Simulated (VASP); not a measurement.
The system is KAlH5.

```
CELL_PARAMETERS angstrom
-1.83062 3.28146 3.97596
1.83062 -3.28146 3.97596
1.83062 3.28146 -3.97596
ATOMIC_POSITIONS crystal
K 0.00000 0.00000 0.00000
Al 0.50000 0.50000 0.00000
H 0.77164 0.50000 0.27164
H 0.22836 0.50000 0.72836
H 0.28303 0.28303 0.00000
H 0.71697 0.71697 0.00000
H 0.50000 0.00000 0.50000
```

The cell was generated, and may not be a known phase.

| Property | Result |
| --- | --- |
| Program | VASP 6.6.1 |
| Task | relaxation of cell and atoms |
| Functional | PBE |
| Potentials or basis | VASP PAW PBE potentials, release 64 (K_sv, Al, H) |
| Cutoff | 500 eV |
| k mesh | 6 × 6 × 6 |
| Occupations | gaussian, width 0.1 eV |
| Spin | no spin polarisation |

At the start: pressure 0.8 GPa; volume 13.65 Å³/atom.

Question: How do energy, volume and symmetry change on relaxing?

Answer: Over 10 steps the energy falls by 43.5 meV/atom and the volume is 15.57 Å³/atom (+14.1 %); space group Immm (No. 71, to 0.1 Å) before and after.

Step by step:
```tsv
step	energy change (eV)	largest force (eV/Å)	pressure (GPa)	volume (Å³)
1	0.0000	0.9544	0.80	95.54
2	-0.1483	0.5283	1.34	96.47
3	-0.2107	0.0954	2.29	97.57
4	-0.2571	0.0680	1.18	101.44
5	-0.2718	0.2854	-1.07	112.09
6	-0.2828	0.1987	-0.30	107.90
7	-0.2931	0.0778	-0.21	108.39
8	-0.2979	0.0833	-0.07	108.99
9	-0.3028	0.0532	-0.05	109.00
10	-0.3043	0.0371	-0.02	108.99
```

Final structure:
```
K Al H
1.0
    -1.86369    3.40110    4.29871
     1.86369   -3.40110    4.29871
     1.86369    3.40110   -4.29871
K Al H
1 1 5
Direct
  0.00000 0.00000 0.00000
  0.50000 0.50000 0.00000
  0.74888 0.50000 0.24888
  0.25112 0.50000 0.75112
  0.30452 0.30452 0.00000
  0.69548 0.69548 0.00000
  0.50000 0.00000 0.50000
```

Caveat: an odd number of electrons without spin polarisation forces a metal; a magnetic or distorted state may lie lower.
